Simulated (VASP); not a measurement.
# ZrTi3C4 (Pmmm) in VASP: notebook

Runs on ZrTi3C4. Level: PBE. Tasks: single point, relaxation of cell and atoms.

Program: VASP 6.6.1. These are calculated values, not measurements. Logs are shortened: lines on timing, memory, paths and dates and some standing lists are left out, and cuts for length are marked.

**1. The cell of the first run**

It takes space group Pmmm (No. 47, orthorhombic). Conventional cell: a = 3.147 Å, b = 4.442 Å, c = 6.267 Å, α = 90.00°, β = 90.00°, γ = 90.00°. Within 2.9 Å of Zr (site symmetry mmm) lie 6 C at 2.22 to 2.28 Å. Within 2.9 Å of Ti (site symmetry mm2) lie 6 C at 2.19 to 2.25 Å. Ti (site symmetry mmm) has 6 C at 2.16 to 2.22 Å within 2.9 Å. C (site symmetry mm2) has 4 Ti at 2.16 to 2.22 Å and 2 Zr at 2.28 Å and 12 C at 2.97 to 3.29 Å within 3.3 Å. C (site symmetry mmm) has 6 Ti at 2.19 to 2.22 Å within 2.9 Å. Within 2.9 Å of C (site symmetry mmm) lie 2 Zr at 2.22 Å and 4 Ti at 2.25 Å.

**2. Single point, PBE**

INCAR reads:

```
PREC = Accurate
ENCUT = 520
EDIFF = 1E-7
ISMEAR = 0
SIGMA = 0.1
LREAL = F
LASPH = T
NELM = 60
ALGO = Normal
ISIF = 2
LWAVE = F
LCHARG = F
GGA = PE
NBANDS = 42
```

KPOINTS reads:

```
Automatic mesh
0
Gamma
  6 4 4
```

POSCAR reads:

```
ZrTi3C4
1.0
    3.1467555394      0.0000000000      0.0000000000
    0.0000000000      4.4418361744      0.0000000000
    0.0000000000      0.0000000000      6.2666723369
Zr Ti C
1 3 4
Direct
    0.5000000000      0.5000000000      0.5000000000
    0.0000000000      0.0000000000      0.2438795526
    0.0000000000      0.0000000000      0.7561204474
    0.5000000000      0.5000000000      0.0000000000
    0.0000000000      0.5000000000      0.7627916404
    0.5000000000      0.0000000000      0.0000000000
    0.0000000000      0.5000000000      0.2372083596
    0.5000000000      0.0000000000      0.5000000000
```

Potentials or basis: VASP PAW PBE potentials, release 64 (Zr_sv, Ti_sv, C).

The run is started by

```console
$ cat potpaw_PBE.64/Zr_sv/POTCAR potpaw_PBE.64/Ti_sv/POTCAR potpaw_PBE.64/C/POTCAR > POTCAR
$ mpirun -np 1 vasp_std > vasp.out
```

OUTCAR:

```text
PREC = Accurate
   ENCUT = 520
   EDIFF = 1E-7
   ISMEAR = 0
   LREAL = F
   LASPH = T
   NELM = 60
   ISIF = 2
   GGA = PE

 ion  position               nearest neighbor table
   1  0.500  0.500  0.500-   8 2.22   8 2.22   5 2.28   7 2.28   5 2.28   7 2.28   4 3.13   4 3.13
                             3 3.16   3 3.16   2 3.16   3 3.16   2 3.16   2 3.16   2 3.16   3 3.16
   2  0.000  0.000  0.244-   6 2.19   6 2.19   7 2.22   7 2.22   8 2.25   8 2.25   1 3.16   1 3.16
                             1 3.16   1 3.16
   3  0.000  0.000  0.756-   6 2.19   6 2.19   5 2.22   5 2.22   8 2.25   8 2.25   1 3.16   1 3.16
                             1 3.16   1 3.16
   4  0.500  0.500  0.000-   5 2.16   7 2.16   5 2.16   7 2.16   6 2.22   6 2.22   1 3.13   1 3.13

   5  0.000  0.500  0.763-   4 2.16   4 2.16   3 2.22   3 2.22   1 2.28   1 2.28
   6  0.500  0.000  0.000-   2 2.19   3 2.19   2 2.19   3 2.19   4 2.22   4 2.22
   7  0.000  0.500  0.237-   4 2.16   4 2.16   2 2.22   2 2.22   1 2.28   1 2.28
   8  0.500  0.000  0.500-   1 2.22   1 2.22   3 2.25   2 2.25   2 2.25   3 2.25

  LATTYP: Found a simple orthorhombic cell.
 ALAT       =     3.1467555394
 B/A-ratio  =     1.4115606118
 C/A-ratio  =     1.9914709797

  Lattice vectors:

 A1 = (   3.1467555394,   0.0000000000,   0.0000000000)
 A2 = (   0.0000000000,   4.4418361744,   0.0000000000)
 A3 = (   0.0000000000,   0.0000000000,   6.2666723369)

Analysis of symmetry for initial positions (statically):
=====================================================================
 Subroutine PRICEL returns:
 Original cell was already a primitive cell.

 Routine SETGRP: Setting up the symmetry group for a
 simple orthorhombic supercell.

 Subroutine GETGRP returns: Found  8 space group operations
 (whereof  8 operations were pure point group operations)
 out of a pool of  8 trial point group operations.

The static configuration has the point symmetry D_2h.

Analysis of symmetry for dynamics (positions and initial velocities):
=====================================================================
 Subroutine PRICEL returns:
 Original cell was already a primitive cell.

 Routine SETGRP: Setting up the symmetry group for a
 simple orthorhombic supercell.

 Subroutine GETGRP returns: Found  8 space group operations
 (whereof  8 operations were pure point group operations)
 out of a pool of  8 trial point group operations.

The dynamic configuration has the point symmetry D_2h.

 Subroutine INISYM returns: Found  8 space group operations
 (whereof  8 operations are pure point group operations),
 and found     1 'primitive' translations

----------------------------------------------------------------------------------------

[... 117 lines left out ...]
   EMIN   =  10.00;   EMAX   =-10.00  energy-range for DOS
   EFERMI =   0.00;   METHOD = LEGACY
   ISMEAR =     0;   SIGMA  =   0.10  broadening in eV -4-tet -1-fermi 0-gaus
   EFERMI_NEDOS =   21; number of points for ismear=-14 and -15
   IALGO  =     38    algorithm
   IMIX   =      4    mixing-type and parameters
     AMIX     =   0.40;   BMIX     =  1.00
     AMIX_MAG =   1.60;   BMIX_MAG =  1.00
  volume/ion in A,a.u.               =      10.95        73.89
  Fermi-wavevector in a.u.,A,eV,Ry     =   1.474509  2.786417 29.581455  2.174176
  Thomas-Fermi vector in A             =   2.589271
   LORBIT       =      0    0 simple, 1 ext, 2 COOP (PROOUT), +10 PAW based schemes
   GGA     = PE    functional components
   LHFCALC =     F    Hartree Fock is set to
   AEXX    =    0.0000 exact exchange contribution
   IVDW    =     0    specifies the selected vdW correction
   LEPSILON=     F    determine dielectric tensor
   LRPA    =     F    only Hartree local field effects (RPA)
 non-spin polarized calculation
 Gauss-broadening in eV      SIGMA  =   0.10
  energy-cutoff  :      520.00
  volume of cell :       87.59
 maximum number of plane-waves:      2372
 NGX is ok and might be reduce to    24
   NGX = 11   NGY = 17   NGZ = 23

 number of electron      63.9999989 magnetization

 Free energy of the ion-electron system (eV)
  ---------------------------------------------------
  ext. energy  EPLUGINS =         0.00000000
  ---------------------------------------------------
  free energy    TOTEN  =       -75.12995907 eV

  energy without entropy =      -75.12064790  energy(sigma->0) =      -75.12530349

 E-fermi :   9.3209     XC(G=0): -12.4905

 val. band max:        9.3191427766   @ k =   0.0000   0.0000   0.0000
 cond. band min:       9.3214258766   @ k =   0.0000   0.2500   0.0000
 fundamental gap:      0.0022831000
 Fermi energy:         9.3209431082

 k-point     1 :       0.0000    0.0000    0.0000
  band No.  band energies     occupation
      1     -47.3794      2.00000
      2     -47.3566      2.00000
      3     -47.1991      2.00000
      4     -38.2729      2.00000
      5     -23.7497      2.00000
      6     -23.7163      2.00000
[... 1069 lines left out ...]
     41      12.8913      0.00000
     42      13.4244      0.00000

 [... further k-points ...]

------------------------ aborting loop because EDIFF is reached ----------------------------------------

  FORCE on cell =-STRESS in cart. coord.  units (eV):
  Direction    XX          YY          ZZ          XY          YZ          ZX
  --------------------------------------------------------------------------------------
  -------------------------------------------------------------------------------------
  Total        0.0526821      0.0580974      0.0491356     -0.0000000      0.0000000      0.0000000
  in kB        0.9636309      1.0626848      0.8987613     -0.0000000      0.0000000      0.0000000
  external PRESSURE =       0.9750257 kB  Pullay stress =       0.0000000 kB

 VOLUME and BASIS-vectors are now :
 -----------------------------------------------------------------------------
  energy-cutoff  :      520.00
  volume of cell :       87.59
      direct lattice vectors                 reciprocal lattice vectors
     3.146755539  0.000000000  0.000000000     0.317787635  0.000000000  0.000000000
     0.000000000  4.441836174  0.000000000     0.000000000  0.225132121  0.000000000
     0.000000000  0.000000000  6.266672337     0.000000000  0.000000000  0.159574324

 POSITION                                       TOTAL-FORCE (eV/Angst)
 -----------------------------------------------------------------------------------
      1.57338      2.22092      3.13334        -0.000000     -0.000000     -0.000000
      0.00000      0.00000      1.52831        -0.000000      0.000000     -0.001278
      0.00000      0.00000      4.73836        -0.000000      0.000000      0.001278
      1.57338      2.22092      0.00000        -0.000000     -0.000000     -0.000000
      0.00000      2.22092      4.78017        -0.000000     -0.000000      0.005356
      1.57338      0.00000      0.00000        -0.000000     -0.000000     -0.000000
      0.00000      2.22092      1.48651         0.000000     -0.000000     -0.005356
      1.57338      0.00000      3.13334        -0.000000     -0.000000     -0.000000
 -----------------------------------------------------------------------------------
    total drift:                                0.000000     -0.000000     -0.000000

  FREE ENERGIE OF THE ION-ELECTRON SYSTEM (eV)
  ---------------------------------------------------
  free  energy   TOTEN  =       -75.1299590734 eV

  energy  without entropy=      -75.1206478986  energy(sigma->0) =      -75.12530349
```

stdout:

```text
POSCAR found type information on POSCAR ZrTiC
 POSCAR found :  3 types and       8 ions
 scaLAPACK will be used
 LDA part: xc-table for (Slater+PW92), standard interpolation
 POSCAR, INCAR and KPOINTS ok, starting setup
 FFT: planning ... GRIDC
 FFT: planning ... GRID_SOFT
 FFT: planning ... GRID
 WAVECAR not read
 entering main loop
```

Run time: 97 s. Hardware: 1 thread of Intel Xeon 6975P-C (Granite Rapids), shared host; peak memory 0.25 GiB.

Results:

* Free energy: -75.1300 eV
* Pressure: 0.1 GPa
* Largest force: 0.005 eV/Å
* Band gap on the k mesh: zero (bands 32 and 33 overlap by 1.13 eV)

Forces on the atoms (eV/Å):
```
Zr   0.000  0.000  0.000
Ti   0.000  0.000 -0.001
Ti   0.000  0.000  0.001
Ti   0.000  0.000  0.000
C    0.000  0.000  0.005
C    0.000  0.000  0.000
C    0.000  0.000 -0.005
C    0.000  0.000  0.000
```

(Continued in part 2 of 2.)

The gap in the log of VASP goes by the Fermi energy; the results here count the filled bands.